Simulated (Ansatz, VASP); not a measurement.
One calculation of CaO, two programs

POSCAR

```
CaO
1.0
    0.0000000000      2.4150000000      2.4150000000
    2.4150000000      0.0000000000      2.4150000000
    2.4150000000      2.4150000000      0.0000000000
Ca O
1 1
Direct
    0.0071720530      0.0071720530      0.0071720530
    0.5000000000      0.5000000000      0.5000000000
```

INCAR.step1

```
PREC = Accurate
ENCUT = 520
EDIFF = 1E-5
ISMEAR = -1
SIGMA = 0.05
LREAL = F
LASPH = T
NELM = 100
ALGO = Normal
ISIF = 2
LWAVE = T
LCHARG = F
GGA = PE
NBANDS = 15
```

Contents of INCAR.step2:

```
PREC = Accurate
ENCUT = 520
EDIFF = 1E-6
ISMEAR = -1
SIGMA = 0.05
LREAL = F
LASPH = T
NELM = 100
ALGO = Normal
ISIF = 2
LWAVE = F
LCHARG = F
GGA = PE
LHFCALC = T
HFSCREEN = 0.2079
PRECFOCK = Normal
ISTART = 1
NBANDS = 15
```

KPOINTS

```
Automatic mesh
0
Gamma
  4 4 4
```

Input for Ansatz:

```yaml
crystal:
  lattice:
    - [0.0, 2.415, 2.415]
    - [2.415, 0.0, 2.415]
    - [2.415, 2.415, 0.0]
  atoms:
    - { symbol: Ca, position: [0.007172053, 0.007172053, 0.007172053] }
    - { symbol: O, position: [0.5, 0.5, 0.5] }
kpoints:
  mp_grid: { grid: [4, 4, 4] }
hamiltonian:
  xc: hse06
  pseudopotentials:
    kind: all_electron
    relativity: scalar
    datasets: crystal
    dataset_attempts: all
    nuclear_model: point
scf:
  occupations: { method: fermi_dirac, width: 0.05 }
  convergence: { dr2_threshold: "1e-9 eV" }
  max_iter: 400
  exx: { singularity: regularized }
  lower_state_search: "off"
output:
  forces: true
  stress: true
```

Alike in both runs: task single point; functional HSE06; k mesh 4 × 4 × 4; occupations fermi-dirac, width 0.05 eV; no spin polarisation.

```csv
,VASP,Ansatz
version,VASP 6.6.1,Ansatz 0.2.0 development build
potentials or method,"VASP PAW PBE potentials, release 64 (Ca_sv, O), cutoff 520 eV","plane waves, all-electron PAW datasets generated for the crystal"
```

```csv
,VASP,Ansatz,Ansatz less VASP
gap on the k mesh at the Fermi level (eV),5.33,5.34,+0.015
rms of the force components (eV/Å),0.105,0.100,-0.0058
```

Atom by atom the forces differ by 0.006 eV/Å (rms over components). Ansatz ran all-electron here, and VASP with PAW potentials.

The k mesh is coarse, so the values compare programs but aren't converged.
